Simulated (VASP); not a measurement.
Crystal: Ge.

```
Ge
1.0
     1.48805   -2.59469    0.00000
     1.48805    2.59469    0.00000
     0.00000    0.00000    4.72760
Ge
2
Direct
  0.33345 0.66655 0.25000
  0.66655 0.33345 0.75000
```

This isn't the form of Ge at room conditions, which is diamond.

- Program: VASP 6.6.1
- Task: relaxation of cell and atoms
- Functional: PBE
- Potentials or basis: VASP PAW PBE potentials, release 64 (Ge_d)
- Cutoff: 600 eV
- k mesh: 10 × 10 × 6
- Occupations: fermi-dirac, width 0.05 eV
- Spin: no spin polarisation

At the start: pressure 4.4 GPa; volume 18.25 Å³/atom.

Task: Where does the relaxation end?

Result: Over 7 steps the energy falls by 16.1 meV/atom and the volume is 19.30 Å³/atom (+5.8 %); space group P6_3/mmc (No. 194, to 0.1 Å) before and after.

Step by step:
| step | energy change (eV) | largest force (eV/Å) | pressure (GPa) | volume (Å³) |
| --- | --- | --- | --- | --- |
| 1 | 0.0000 | 0.0009 | 4.41 | 36.51 |
| 2 | -0.0300 | 0.0003 | -0.84 | 39.23 |
| 3 | -0.0313 | 0.0001 | -0.26 | 38.76 |
| 4 | -0.0313 | 0.0001 | 0.04 | 38.69 |
| 5 | -0.0320 | 0.0008 | -0.06 | 38.65 |
| 6 | -0.0323 | 0.0015 | -0.11 | 38.62 |
| 7 | -0.0323 | 0.0016 | 0.01 | 38.61 |

Final structure:
```xyz
2
Lattice="1.5032 -2.6272 0.0000 1.5032 2.6272 0.0000 0.0000 0.0000 4.8881" Properties=species:S:1:pos:R:3 pbc="T T T"
Ge    1.5032    0.8751    1.2220
Ge    1.5032   -0.8751    3.6661
```
